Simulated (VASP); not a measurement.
# BN (zinc blende) (F-43m) in VASP: a series of runs, part 2 of 2

VASP 6.6.1. Earlier steps stand in the parts before.

## Step 3: Single point, PBE (volume scaled by 0.771)

File INCAR:

```
SYSTEM = BN
ALGO = Normal ; EDIFF = 1E-6
ENCUT = 600 ; GGA = PE
GGA_COMPAT = .FALSE. ; ISIF = 2
ISMEAR = 0 ; LASPH = .TRUE.
LCHARG = .FALSE. ; LREAL = .FALSE.
LWAVE = .FALSE. ; NBANDS = 11
NELM = 120 ; PREC = Accurate
SIGMA = 0.01
```

File KPOINTS:

```
k-points
0
G
  10 10 10
  0 0 0
```

File POSCAR:

```
BN
1.0
    0.0000000000      1.6575009730      1.6575009730
    1.6575009730      0.0000000000      1.6575009730
    1.6575009730      1.6575009730      0.0000000000
B N
1 1
Direct
    0.0000000000      0.0000000000      0.0000000000
    0.2500000000      0.2500000000      0.2500000000
```

Potentials or basis: VASP PAW PBE potentials, release 64 (B, N).

The run is started by

```sh
$ cat potpaw_PBE.64/B/POTCAR potpaw_PBE.64/N/POTCAR > POTCAR
$ mpirun -np 1 vasp_std > vasp.out
```

Run time: 4 s. Hardware: 1 thread of Intel Xeon Platinum 8559C (Emerald Rapids), shared host; peak memory 0.11 GiB.

It converged, with:

- Free energy: -16.2894 eV
- Pressure: 162.6 GPa
- Band gap on the k mesh: 4.69 eV, indirect (least direct gap 10.06 eV)

Levels at points of the mesh, in eV from the valence-band top:
```tsv
k point	band 1	band 2	band 3	band 4	band 5	band 6	band 7	band 8	band 9
(0.00, 0.00, 0.00)	-23.50	0.00	0.00	0.00	10.06	10.06	10.06	14.91	29.94
(0.50, 0.00, 0.00)	-17.96	-13.33	-2.49	-2.49	12.12	12.12	13.80	17.92	27.75
(0.50, 0.50, 0.00)	-16.21	-10.83	-6.35	-6.35	4.69	10.66	22.28	22.28	25.85
```

 A k mesh can miss the band edges.

## Step 4: Single point, PBE (volume scaled by 0.75)

File INCAR:

```
PREC = Accurate
ENCUT = 600
EDIFF = 1E-6
ISMEAR = 0
SIGMA = 0.01
LREAL = F
LASPH = T
NELM = 120
ALGO = Normal
ISIF = 2
LWAVE = F
LCHARG = F
GGA = PE
NBANDS = 11
GGA_COMPAT = F
```

File KPOINTS:

```
Automatic mesh
0
Gamma
  10 10 10
```

File POSCAR:

```
BN
1.0
    0.0000000000      1.6423135918      1.6423135918
    1.6423135918      0.0000000000      1.6423135918
    1.6423135918      1.6423135918      0.0000000000
B N
1 1
Direct
    0.0000000000      0.0000000000      0.0000000000
    0.2500000000      0.2500000000      0.2500000000
```

Potentials or basis: VASP PAW PBE potentials, release 64 (B, N).

The run is started by

```sh
$ cat potpaw_PBE.64/B/POTCAR potpaw_PBE.64/N/POTCAR > POTCAR
$ mpirun -np 1 vasp_std > vasp.out
```

OUTCAR:

```text
PREC = Accurate
   ENCUT = 600
   EDIFF = 1E-6
   ISMEAR = 0
   LREAL = F
   LASPH = T
   NELM = 120
   ISIF = 2
   GGA = PE

 ion  position               nearest neighbor table
   1  0.000  0.000  0.000-   2 1.42   2 1.42   2 1.42   2 1.42
   2  0.250  0.250  0.250-   1 1.42   1 1.42   1 1.42   1 1.42

  LATTYP: Found a face centered cubic cell.
 ALAT       =     3.2846271836

  Lattice vectors:

 A1 = (   0.0000000000,   1.6423135918,   1.6423135918)
[... 522 lines left out ...]
------------------------ aborting loop because EDIFF is reached ----------------------------------------

  FORCE on cell =-STRESS in cart. coord.  units (eV):
  Direction    XX          YY          ZZ          XY          YZ          ZX
  --------------------------------------------------------------------------------------
  -------------------------------------------------------------------------------------
  Total       10.4123698     10.4123698     10.4123698      0.0000000      0.0000000     -0.0000000
  in kB     1883.0502518   1883.0502518   1883.0502518      0.0000000      0.0000000     -0.0000000
  external PRESSURE =    1883.0502518 kB  Pullay stress =       0.0000000 kB

 VOLUME and BASIS-vectors are now :
 -----------------------------------------------------------------------------
  energy-cutoff  :      600.00
  volume of cell :        8.86
      direct lattice vectors                 reciprocal lattice vectors
     0.000000000  1.642313592  1.642313592    -0.304448555  0.304448555  0.304448555
     1.642313592  0.000000000  1.642313592     0.304448555 -0.304448555  0.304448555
     1.642313592  1.642313592  0.000000000     0.304448555  0.304448555 -0.304448555

 POSITION                                       TOTAL-FORCE (eV/Angst)
 -----------------------------------------------------------------------------------
      0.00000      0.00000      0.00000        -0.000000     -0.000000     -0.000000
      0.82116      0.82116      0.82116         0.000000      0.000000      0.000000
 -----------------------------------------------------------------------------------
    total drift:                                0.000000      0.000000     -0.000000

  FREE ENERGIE OF THE ION-ELECTRON SYSTEM (eV)
  ---------------------------------------------------
  free  energy   TOTEN  =       -16.0171918316 eV

  energy  without entropy=      -16.0171918316  energy(sigma->0) =      -16.01719183
```

OSZICAR:

```text
N       E                     dE             d eps       ncg     rms          rms(c)
DAV:   1     0.200895882082E+02    0.20090E+02   -0.56707E+03  1058   0.832E+02
DAV:   2    -0.169936063613E+02   -0.37083E+02   -0.36227E+02  1226   0.213E+02
DAV:   3    -0.175742813880E+02   -0.58068E+00   -0.57931E+00  1226   0.214E+01
DAV:   4    -0.175748621672E+02   -0.58078E-03   -0.58076E-03  1127   0.748E-01
DAV:   5    -0.175748625005E+02   -0.33323E-06   -0.33322E-06  1217   0.187E-02    0.870E+00
DAV:   6    -0.162367046620E+02    0.13382E+01   -0.27154E+00  1108   0.116E+01    0.449E+00
DAV:   7    -0.160369225431E+02    0.19978E+00   -0.32946E-01  1221   0.467E+00    0.235E+00
DAV:   8    -0.160168116016E+02    0.20111E-01   -0.45412E-02  1187   0.169E+00    0.376E-01
DAV:   9    -0.160171315581E+02   -0.31996E-03   -0.72390E-04  1118   0.284E-01    0.111E-01
DAV:  10    -0.160171889945E+02   -0.57436E-04   -0.84881E-05  1148   0.809E-02    0.203E-02
DAV:  11    -0.160171916921E+02   -0.26976E-05   -0.32725E-06  1190   0.170E-02    0.107E-02
DAV:  12    -0.160171918316E+02   -0.13949E-06   -0.49085E-07   607   0.603E-03
   1 F= -.16017192E+02 E0= -.16017192E+02  d E =0.000000E+00
```

stdout:

```text
POSCAR found type information on POSCAR B N
 POSCAR found :  2 types and       2 ions
 scaLAPACK will be used
 LDA part: xc-table for (Slater+PW92), standard interpolation
 POSCAR, INCAR and KPOINTS ok, starting setup
 FFT: planning ... GRIDC
 FFT: planning ... GRID_SOFT
 FFT: planning ... GRID
 WAVECAR not read
 entering main loop
```

Run time: 4 s. Hardware: 1 thread of Intel Xeon Platinum 8559C (Emerald Rapids), shared host; peak memory 0.11 GiB.

Results:

```
Free energy            : -16.0172 eV
Pressure               : 188.3 GPa
Band gap on the k mesh : 4.71 eV, indirect (least direct gap 10.19 eV)
```

## Step 5: Single point, PBE (volume scaled by 0.92)

File INCAR:

```
ALGO = Normal ; EDIFF = 1E-6
ENCUT = 600 ; GGA = PE
GGA_COMPAT = False ; ISIF = 2
ISMEAR = 0 ; LASPH = True
LCHARG = True ; LELF = True
LREAL = False ; LVHAR = True
LWAVE = False ; NBANDS = 11
NELM = 120 ; PREC = Accurate
SIGMA = 0.01
```

File KPOINTS:

```
k-points
0
Gamma
  10 10 10
```

File POSCAR:

```
BN
1.0
    0.0000000000      1.7580515623      1.7580515623
    1.7580515623      0.0000000000      1.7580515623
    1.7580515623      1.7580515623      0.0000000000
B N
1 1
Direct
    0.0000000000      0.0000000000      0.0000000000
    0.2500000000      0.2500000000      0.2500000000
```

The run is started by

```sh
$ cat potpaw_PBE.64/B/POTCAR potpaw_PBE.64/N/POTCAR > POTCAR
$ mpirun -np 1 vasp_std > vasp.out
```

It took 5.3 s on 1 thread of Intel Xeon Platinum 8559C (Emerald Rapids), shared host; peak memory 0.12 GiB.

It converged, with:

```
Free energy            : -17.3296 eV
Pressure               : 40.3 GPa
Band gap on the k mesh : 4.54 eV, indirect (least direct gap 9.22 eV)
```

Levels at points of the mesh, in eV from the valence-band top:
| k point | band 1 | band 2 | band 3 | band 4 | band 5 | band 6 | band 7 | band 8 | band 9 |
| --- | --- | --- | --- | --- | --- | --- | --- | --- | --- |
| (0.00, 0.00, 0.00) | -21.21 | 0.00 | 0.00 | 0.00 | 9.22 | 9.22 | 9.22 | 11.74 | 26.35 |
| (0.50, 0.00, 0.00) | -16.59 | -11.48 | -2.10 | -2.10 | 11.16 | 11.16 | 11.26 | 16.11 | 24.70 |
| (0.50, 0.50, 0.00) | -15.10 | -9.48 | -5.33 | -5.33 | 4.54 | 9.70 | 19.23 | 19.23 | 22.26 |

 A k mesh can miss the band edges.

## Step 6: Summary

| cell | gap on the mesh (eV) | pressure (GPa) |
| --- | --- | --- |
| a = 2.373 Å, angles 60.0°, 2 atoms | 4.66 | 131.2 |
| a = 2.344 Å, angles 60.0°, 2 atoms | 4.69 | 162.6 |
| a = 2.323 Å, angles 60.0°, 2 atoms | 4.71 | 188.3 |
| a = 2.486 Å, angles 60.0°, 2 atoms | 4.54 | 40.3 |

Alike in all rows: task single point; level PBE; potentials or basis VASP PAW PBE potentials, release 64 (B, N); no spin polarisation; k mesh 10 × 10 × 10; cutoff (eV) 600; smearing gaussian 0.01 eV.

Absolute energies hang on the potentials; compare differences alone.
